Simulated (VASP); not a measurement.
# CsPbCl3 in VASP: further runs

Runs on CsPbCl3. Level: PBEsol. Tasks: single point.

Program: VASP 6.6.1. These are calculated values, not measurements. Logs are shortened: lines on timing, memory, paths and dates and some standing lists are left out, and cuts for length are marked.

## Step 1: The cell of the first run

The structure is cubic, space group Pm-3m (No. 221). The conventional cell has a = 5.605 Å, b = 5.605 Å, c = 5.605 Å, α = 90.00°, β = 90.00°, γ = 90.00°. Within 3.7 Å of Pb (site symmetry m-3m) lie 6 Cl at 2.80 Å. Within 5.2 Å of Cs (site symmetry m-3m) lie 12 Cl at 3.96 Å and 8 Pb at 4.85 Å. Within 3.7 Å of Cl (site symmetry 4/mmm) lie 2 Pb at 2.80 Å.

## Step 2: Single point, PBEsol

The input, INCAR:

```
SYSTEM = CsPbCl3
  ALGO = Normal
  EDIFF = 1E-6
  ENCUT = 520
  GGA = PS
  ISIF = 2
  ISMEAR = -1
  LASPH = .TRUE.
  LCHARG = .TRUE.
  LELF = .TRUE.
  LREAL = .FALSE.
  LVHAR = .TRUE.
  LWAVE = .FALSE.
  NBANDS = 30
  NELM = 80
  PREC = Accurate
  SIGMA = 0.05
```

The input, KPOINTS:

```
k-points
0
G
  4 4 4
  0 0 0
```

The input, POSCAR:

```
CsPbCl3
1.0
    5.6050000000      0.0000000000      0.0000000000
    0.0000000000      5.6050000000      0.0000000000
    0.0000000000      0.0000000000      5.6050000000
Pb Cs Cl
1 1 3
Direct
    0.5000000000      0.5000000000      0.5000000000
    0.0000000000      0.0000000000      0.0000000000
    0.5000000000      0.0000000000      0.5000000000
    0.0000000000      0.5000000000      0.5000000000
    0.5000000000      0.5000000000      0.0000000000
```

Potentials or basis: VASP PAW PBE potentials, release 64 (Pb_d, Cs_sv, Cl).

Launch:

```sh
$ cat potpaw_PBE.64/Pb_d/POTCAR potpaw_PBE.64/Cs_sv/POTCAR potpaw_PBE.64/Cl/POTCAR > POTCAR
$ mpirun -np 1 vasp_std > vasp.out
```

OUTCAR:

```text
SYSTEM = CsPbCl3
   EDIFF = 1E-6
   ENCUT = 520
   GGA = PS
   ISIF = 2
   ISMEAR = -1
   LASPH = .TRUE.
   LREAL = .FALSE.
   NELM = 80
   PREC = Accurate

 ion  position               nearest neighbor table
   1  0.500  0.500  0.500-   3 2.80   4 2.80   5 2.80   5 2.80   3 2.80   4 2.80
   2  0.000  0.000  0.000-
   3  0.500  0.000  0.500-   1 2.80   1 2.80
   4  0.000  0.500  0.500-   1 2.80   1 2.80
   5  0.500  0.500  0.000-   1 2.80   1 2.80

  LATTYP: Found a simple cubic cell.
 ALAT       =     5.6050000000

  Lattice vectors:

 A1 = (   5.6050000000,   0.0000000000,   0.0000000000)
 A2 = (   0.0000000000,   5.6050000000,   0.0000000000)
 A3 = (   0.0000000000,   0.0000000000,   5.6050000000)

Analysis of symmetry for initial positions (statically):
=====================================================================
 Subroutine PRICEL returns:
 Original cell was already a primitive cell.

 Routine SETGRP: Setting up the symmetry group for a
 simple cubic supercell.

 Subroutine GETGRP returns: Found 48 space group operations
 (whereof 48 operations were pure point group operations)
 out of a pool of 48 trial point group operations.

The static configuration has the point symmetry O_h .

Analysis of symmetry for dynamics (positions and initial velocities):
=====================================================================
 Subroutine PRICEL returns:
 Original cell was already a primitive cell.

 Routine SETGRP: Setting up the symmetry group for a
 simple cubic supercell.

 Subroutine GETGRP returns: Found 48 space group operations
 (whereof 48 operations were pure point group operations)
 out of a pool of 48 trial point group operations.

The dynamic configuration has the point symmetry O_h .

 Subroutine INISYM returns: Found 48 space group operations
 (whereof 48 operations are pure point group operations),
 and found     1 'primitive' translations

----------------------------------------------------------------------------------------

                                     Primitive cell

  volume of cell :     176.0868

  direct lattice vectors                    reciprocal lattice vectors
     5.605000000  0.000000000  0.000000000     0.178412132  0.000000000  0.000000000
     0.000000000  5.605000000  0.000000000     0.000000000  0.178412132  0.000000000
     0.000000000  0.000000000  5.605000000     0.000000000  0.000000000  0.178412132

  length of vectors
     5.605000000  5.605000000  5.605000000     0.178412132  0.178412132  0.178412132

  position of ions in fractional coordinates (direct lattice)
     0.500000000  0.500000000  0.500000000
     0.000000000  0.000000000  0.000000000
     0.500000000  0.000000000  0.500000000
     0.000000000  0.500000000  0.500000000
     0.500000000  0.500000000  0.000000000

  ion indices of the primitive-cell ions
   primitive index   ion index
                 1           1
                 2           2
                 3           3
                 4           4
                 5           5

----------------------------------------------------------------------------------------

 KPOINTS: k-points

Automatic generation of k-mesh.
 Grid dimensions read from file:
 generate k-points for:    4    4    4

 Generating k-lattice:

  Cartesian coordinates                     Fractional coordinates (reciprocal lattice)
     0.044603033  0.000000000  0.000000000     0.250000000  0.000000000  0.000000000
     0.000000000  0.044603033  0.000000000     0.000000000  0.250000000  0.000000000
     0.000000000  0.000000000  0.044603033     0.000000000  0.000000000  0.250000000

  Length of vectors
     0.044603033  0.044603033  0.044603033

  Shift w.r.t. Gamma in fractional coordinates (k-lattice)
     0.000000000  0.000000000  0.000000000

 Subroutine IBZKPT returns following result:
 ===========================================

 Found     10 irreducible k-points:

 Following reciprocal coordinates:
            Coordinates               Weight
  0.000000  0.000000  0.000000      1.000000
  0.250000  0.000000  0.000000      6.000000
  0.500000  0.000000  0.000000      3.000000
  0.250000  0.250000  0.000000     12.000000
  0.500000  0.250000  0.000000     12.000000
  0.500000  0.500000  0.000000      3.000000
  0.250000  0.250000  0.250000      8.000000
  0.500000  0.250000  0.250000     12.000000
  0.500000  0.500000  0.250000      6.000000
  0.500000  0.500000  0.500000      1.000000
   k-points           NKPTS =     10   k-points in BZ     NKDIM =     10   number of bands    NBANDS=     30
   number of dos      NEDOS =    301   number of ions     NIONS =      5
   total plane-waves  NPLWV =  74088
   dimension x,y,z NGX =    42 NGY =   42 NGZ =   42
   dimension x,y,z NGXF=    84 NGYF=   84 NGZF=   84
   ions per type =               1   1   3
   NGX,Y,Z   is equivalent  to a cutoff of  12.46, 12.46, 12.46 a.u.
   NGXF,Y,Z  is equivalent  to a cutoff of  24.91, 24.91, 24.91 a.u.
 SYSTEM =  CsPbCl3
   PREC   = accura    normal or accurate (medium, high low for compatibility)
   ISTART =      0    job   : 0-new  1-cont  2-samecut
   ICHARG =      2    charge: 1-file 2-atom 10-const
   ISPIN  =      1    spin polarized calculation?
   LNONCOLLINEAR =      F non collinear calculations
   LSORBIT =      F    spin-orbit coupling
   LASPH  =      T    aspherical Exc in radial PAW
   ENCUT  =  520.0 eV  38.22 Ry    6.18 a.u.  10.42 10.42 10.42*2*pi/ulx,y,z
   NELM   =     80;   NELMIN=  2; NELMDL= -5     # of ELM steps
   EDIFF  = 0.1E-05   stopping-criterion for ELM
   LREAL  =      F    real-space projection
   EDIFFG = 0.1E-04   stopping-criterion for IOM
   NSW    =      0    number of steps for IOM
   IBRION =     -1    ionic relax: 0-MD 1-quasi-New 2-CG
   NFREE  =      0    steps in history (QN), initial steepest desc. (CG)
   ISIF   =      2    stress and relaxation
   ISYM   =      2    0-nonsym 1-usesym 2-fastsym
   POTIM  = 0.5000    time-step for ionic-motion
   TEBEG  =    0.0;   TEEND  =   0.0 temperature during run
   PSTRESS=    0.0 pullay stress
   NELECT =      44.0000    total number of electrons
   NUPDOWN=      -1.0000    fix difference up-down
   EMIN   =  10.00;   EMAX   =-10.00  energy-range for DOS
   EFERMI =   0.00;   METHOD = LEGACY
   ISMEAR =    -1;   SIGMA  =   0.05  broadening in eV -4-tet -1-fermi 0-gaus
   EFERMI_NEDOS =   21; number of points for ismear=-14 and -15
   IALGO  =     38    algorithm
   IMIX   =      4    mixing-type and parameters
     AMIX     =   0.40;   BMIX     =  1.00
     AMIX_MAG =   1.60;   BMIX_MAG =  1.00
  volume/ion in A,a.u.               =      35.22       237.66
  Fermi-wavevector in a.u.,A,eV,Ry     =   1.031138  1.948568 14.466333  1.063245
  Thomas-Fermi vector in A             =   2.165271
   LORBIT       =      0    0 simple, 1 ext, 2 COOP (PROOUT), +10 PAW based schemes
   GGA     = PS    functional components
   LHFCALC =     F    Hartree Fock is set to
   AEXX    =    0.0000 exact exchange contribution
   IVDW    =     0    specifies the selected vdW correction
   LEPSILON=     F    determine dielectric tensor
   LRPA    =     F    only Hartree local field effects (RPA)
 non-spin polarized calculation
  energy-cutoff  :      520.00
  volume of cell :      176.09
 maximum number of plane-waves:      4780
 NGX is ok and might be reduce to    42
   NGX = 21   NGY = 21   NGZ = 21

 number of electron      44.0000004 magnetization

 Free energy of the ion-electron system (eV)
  ---------------------------------------------------
  ext. energy  EPLUGINS =         0.00000000
  ---------------------------------------------------
  free energy    TOTEN  =       -18.35752883 eV

  energy without entropy =      -18.35752883  energy(sigma->0) =      -18.35752883

 E-fermi :   2.5909     XC(G=0):  -8.0090

 val. band max:        1.7150807029   @ k =   0.5000   0.5000   0.5000
 cond. band min:       3.5166464550   @ k =   0.5000   0.5000   0.5000
 fundamental gap:      1.8015657521
 Fermi energy:         2.5908731679

 k-point     1 :       0.0000    0.0000    0.0000
  band No.  band energies     occupation
      1     -19.6313      2.00000
      2     -15.0683      2.00000
      3     -15.0683      2.00000
      4     -14.8147      2.00000
      5     -14.8147      2.00000
      6     -14.8147      2.00000
[... 22 lines left out ...]
     29       7.8137      0.00000
     30       7.8137      0.00000

 k-point     2 :       0.2500    0.0000    0.0000
  band No.  band energies     occupation
      1     -19.6302      2.00000
      2     -15.0682      2.00000
      3     -15.0158      2.00000
      4     -14.8155      2.00000
      5     -14.8155      2.00000
      6     -14.8147      2.00000
[... 22 lines left out ...]
     29       7.0271      0.00000
     30       7.9575      0.00000

 k-point     3 :       0.5000    0.0000    0.0000
  band No.  band energies     occupation
      1     -19.6291      2.00000
      2     -15.0681      2.00000
      3     -14.9613      2.00000
      4     -14.8162      2.00000
      5     -14.8162      2.00000
      6     -14.8146      2.00000
[... 22 lines left out ...]
     29       7.3748      0.00000
     30       8.4935      0.00000

 k-point     4 :       0.2500    0.2500    0.0000
  band No.  band energies     occupation
      1     -19.6292      2.00000
      2     -15.0431      2.00000
      3     -14.9852      2.00000
      4     -14.8162      2.00000
      5     -14.8154      2.00000
      6     -14.8154      2.00000
[... 154 lines left out ...]
     29       7.7955      0.00000
     30       7.8319      0.00000

 k-point     9 :       0.5000    0.5000    0.2500
  band No.  band energies     occupation
      1     -19.6264      2.00000
      2     -14.9559      2.00000
      3     -14.8871      2.00000
      4     -14.8178      2.00000
      5     -14.8170      2.00000
      6     -14.8170      2.00000
[... 22 lines left out ...]
     29       7.4589      0.00000
     30       7.8954      0.00000

 k-point    10 :       0.5000    0.5000    0.5000
  band No.  band energies     occupation
      1     -19.6256      2.00000
      2     -14.8871      2.00000
      3     -14.8871      2.00000
      4     -14.8178      2.00000
      5     -14.8178      2.00000
      6     -14.8178      2.00000
[... 22 lines left out ...]
     29       7.2174      0.00000
     30       8.4755      0.00000

------------------------ aborting loop because EDIFF is reached ----------------------------------------

  FORCE on cell =-STRESS in cart. coord.  units (eV):
  Direction    XX          YY          ZZ          XY          YZ          ZX
  --------------------------------------------------------------------------------------
  -------------------------------------------------------------------------------------
  Total        0.2681359      0.2681359      0.2681359     -0.0000000     -0.0000000      0.0000000
  in kB        2.4397125      2.4397125      2.4397125     -0.0000000     -0.0000000      0.0000000
  external PRESSURE =       2.4397125 kB  Pullay stress =       0.0000000 kB

 VOLUME and BASIS-vectors are now :
 -----------------------------------------------------------------------------
  energy-cutoff  :      520.00
  volume of cell :      176.09
      direct lattice vectors                 reciprocal lattice vectors
     5.605000000  0.000000000  0.000000000     0.178412132  0.000000000  0.000000000
     0.000000000  5.605000000  0.000000000     0.000000000  0.178412132  0.000000000
     0.000000000  0.000000000  5.605000000     0.000000000  0.000000000  0.178412132

 POSITION                                       TOTAL-FORCE (eV/Angst)
 -----------------------------------------------------------------------------------
      2.80250      2.80250      2.80250         0.000000      0.000000      0.000000
      0.00000      0.00000      0.00000         0.000000      0.000000      0.000000
      2.80250      0.00000      2.80250         0.000000      0.000000      0.000000
      0.00000      2.80250      2.80250         0.000000      0.000000      0.000000
      2.80250      2.80250      0.00000         0.000000      0.000000      0.000000
 -----------------------------------------------------------------------------------
    total drift:                                0.000000     -0.000000     -0.000000

  FREE ENERGIE OF THE ION-ELECTRON SYSTEM (eV)
  ---------------------------------------------------
  free  energy   TOTEN  =       -18.3575288303 eV

  energy  without entropy=      -18.3575288287  energy(sigma->0) =      -18.35752883
```

It took 33 s on 1 thread of Intel Xeon Platinum 8375C at 2.90GHz (Ice Lake), shared host; peak memory 0.27 GiB.

Results:

```
Free energy            : -18.3575 eV
Pressure               : 0.2 GPa
Band gap on the k mesh : 1.80 eV, direct
```

Levels at points of the mesh, in eV from the valence-band top:
```
           k point  band 19  band 20  band 21  band 22  band 23  band 24  band 25  band 26
(0.00, 0.00, 0.00)    -2.64    -2.53    -2.53    -2.53     3.20     4.20     4.20     5.10
(0.50, 0.00, 0.00)    -2.74    -2.64    -2.64    -1.69     2.92     4.59     5.13     5.24
(0.50, 0.50, 0.00)    -2.83    -2.76    -2.21    -0.82     2.41     2.41     4.84     5.31
(0.50, 0.50, 0.50)    -2.20    -2.20    -2.20     0.00     1.80     1.80     1.80     4.98
```

Caveat: the PAW data sets were made with another functional, which shifts forces and pressure a little; spin-orbit coupling is left out, which moves the levels of the heavy elements. A k mesh can miss the band edges.

## Step 3: Single point, PBEsol

This run uses another cell than the first one, of 33.81 Å³/atom, 0.960 times its volume.

The input, INCAR:

```
SYSTEM = CsPbCl3
ALGO = Normal
EDIFF = 1E-6
ENCUT = 520
GGA = PS
ISIF = 2
ISMEAR = -1
LASPH = .True.
LCHARG = .False.
LREAL = .False.
LWAVE = .False.
NBANDS = 30
NELM = 60
PREC = Accurate
SIGMA = 0.05
```

The input, KPOINTS:

```
k-points
0
Gamma
  4 4 4
  0 0 0
```

Edit POSCAR of step 2 so:

```diff
@@ -4,3 +4,3 @@
     0.0000000000      5.6050000000      0.0000000000
-    0.0000000000      0.0000000000      5.6050000000
+    0.0000000000      0.0000000000      5.3808000000
 Pb Cs Cl
```

Potentials or basis: VASP PAW PBE potentials, release 64 (Pb_d, Cs_sv, Cl).

Launch:

```sh
$ cat potpaw_PBE.64/Pb_d/POTCAR potpaw_PBE.64/Cs_sv/POTCAR potpaw_PBE.64/Cl/POTCAR > POTCAR
$ mpirun -np 1 vasp_std > vasp.out
```

Wall time 49 s (1 thread of Intel Xeon Platinum 8375C at 2.90GHz (Ice Lake), shared host); peak memory 0.3 GiB.

The run converged. Its results:

| Quantity | Value |
| --- | --- |
| Free energy | -18.2804 eV |
| Pressure | 1.5 GPa |
| Band gap on the k mesh | 1.47 eV, direct |

Stress tensor (GPa, compression positive):
```
0.62 0.00 0.00
0.00 0.62 0.00
0.00 0.00 3.41
```

Levels at points of the mesh, in eV from the valence-band top:
```csv
k point,band 19,band 20,band 21,band 22,band 23,band 24,band 25,band 26
"(0.00, 0.00, 0.00)",-2.96,-2.88,-2.88,-2.87,2.94,3.79,3.90,4.66
"(0.50, 0.00, 0.00)",-3.06,-3.04,-2.99,-1.98,2.74,4.29,4.76,4.99
"(0.50, 0.50, 0.00)",-3.16,-3.07,-2.57,-1.11,2.22,2.22,5.02,5.15
"(0.00, 0.00, 0.50)",-3.13,-3.01,-3.01,-1.64,2.96,4.42,4.92,4.92
"(0.50, 0.00, 0.50)",-3.18,-3.07,-2.55,-0.81,2.07,2.43,4.49,5.05
"(0.50, 0.50, 0.50)",-2.56,-2.53,-2.53,0.00,1.47,1.47,1.81,4.71
```

Caveat: the PAW data sets were made with another functional, which shifts forces and pressure a little; spin-orbit coupling is left out, which moves the levels of the heavy elements.

## Step 4: Single point, PBEsol

This run uses another cell than the first one, of 34.51 Å³/atom, 0.980 times its volume.

The input, INCAR:

```
ALGO = Normal ; EDIFF = 1E-6
ENCUT = 520 ; GGA = PS
ISIF = 2 ; ISMEAR = -1
LASPH = True ; LCHARG = False
LREAL = False ; LWAVE = False
NBANDS = 30 ; NELM = 60
PREC = Accurate ; SIGMA = 0.05
```

The input, KPOINTS:

```
k-points
0
Gamma
  4 4 4
```

Edit POSCAR of step 3 so:

```diff
@@ -4,3 +4,3 @@
     0.0000000000      5.6050000000      0.0000000000
-    0.0000000000      0.0000000000      5.3808000000
+    0.0000000000      0.0000000000      5.4929000000
 Pb Cs Cl
```

Launch:

```sh
$ cat potpaw_PBE.64/Pb_d/POTCAR potpaw_PBE.64/Cs_sv/POTCAR potpaw_PBE.64/Cl/POTCAR > POTCAR
$ mpirun -np 1 vasp_std > vasp.out
```

Run time: 51 s. Hardware: 1 thread of Intel Xeon Platinum 8375C at 2.90GHz (Ice Lake), shared host; peak memory 0.3 GiB.

Results (log left out):

```
Free energy            : -18.3363 eV
Pressure               : 0.8 GPa
Band gap on the k mesh : 1.65 eV, direct
```

Stress tensor (GPa, compression positive):
```
0.42 0.00 0.00
0.00 0.42 0.00
0.00 0.00 1.64
```

Levels at points of the mesh, in eV from the valence-band top:
```csv
k point,band 20,band 21,band 22,band 23,band 24,band 25
"(0.00, 0.00, 0.00)",-2.69,-2.69,-2.69,3.08,4.01,4.06
"(0.50, 0.00, 0.00)",-2.83,-2.81,-1.83,2.84,4.45,4.96
"(0.50, 0.50, 0.00)",-2.90,-2.38,-0.95,2.32,2.32,5.00
"(0.00, 0.00, 0.50)",-2.81,-2.81,-1.67,2.94,4.51,5.08
"(0.50, 0.00, 0.50)",-2.90,-2.37,-0.81,2.25,2.42,4.68
"(0.50, 0.50, 0.50)",-2.36,-2.36,0.00,1.65,1.65,1.81
```

Caveat: the PAW data sets were made with another functional, which shifts forces and pressure a little; spin-orbit coupling is left out, which moves the levels of the heavy elements. A k mesh can miss the band edges.

(Part 1 of 2 ends here.)
